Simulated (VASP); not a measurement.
Here is a VASP 6.6.1 calculation.

File INCAR:

```
SYSTEM = Ga
  PREC = Accurate
  ENCUT = 600
  EDIFF = 1E-7
  ISMEAR = 0
  SIGMA = 0.1
  LREAL = .FALSE.
  LASPH = .TRUE.
  NELM = 80
  ALGO = Fast
  ISIF = 3
  LWAVE = .FALSE.
  LCHARG = .FALSE.
  GGA = PE
  IBRION = 2
  NSW = 90
  EDIFFG = -0.02
```

File KPOINTS:

```
Automatic mesh
0
G
  8 8 8
  0 0 0
```

Contents of POSCAR:

```
Ga
1.0
   -2.9755000000      2.9755000000      2.9755000000
    2.9755000000     -2.9755000000      2.9755000000
    2.9755000000      2.9755000000     -2.9755000000
Ga
6
Direct
    0.2500000000      0.6250000000      0.3750000000
    0.3750000000      0.2500000000      0.6250000000
    0.7500000000      0.8750000000      0.1250000000
    0.1250000000      0.7500000000      0.8750000000
    0.6250000000      0.3750000000      0.2500000000
    0.8750000000      0.1250000000      0.7500000000
```

Potentials or basis: VASP PAW PBE potentials, release 64 (Ga_d).

Command:

```bash
$ cat potpaw_PBE.64/Ga_d/POTCAR > POTCAR
$ mpirun -np 1 vasp_std > vasp.out
```

Problem. Estimate the band gap on the k mesh.

Solution. Zero (band 39 reaches 7.22 eV, above the bottom of band 40 at 3.60 eV).

Problem. Predict the relaxed cell.

Solution. a = 5.292 Å, b = 5.292 Å, c = 5.292 Å, α = 109.47°, β = 109.47°, γ = 109.47°.

Step by step:
```tsv
step	energy change (eV)	largest force (eV/Å)	pressure (GPa)	volume (Å³)
1	0.0000	0.0000	4.49	105.38
2	-0.1088	0.0000	0.67	113.06
3	-0.1089	0.0000	-0.28	114.56
4	-0.1095	0.0000	-0.13	114.11
```

PBE usually gives volumes a little too large and moduli too small. Zero-point motion and thermal expansion aren't in these numbers.
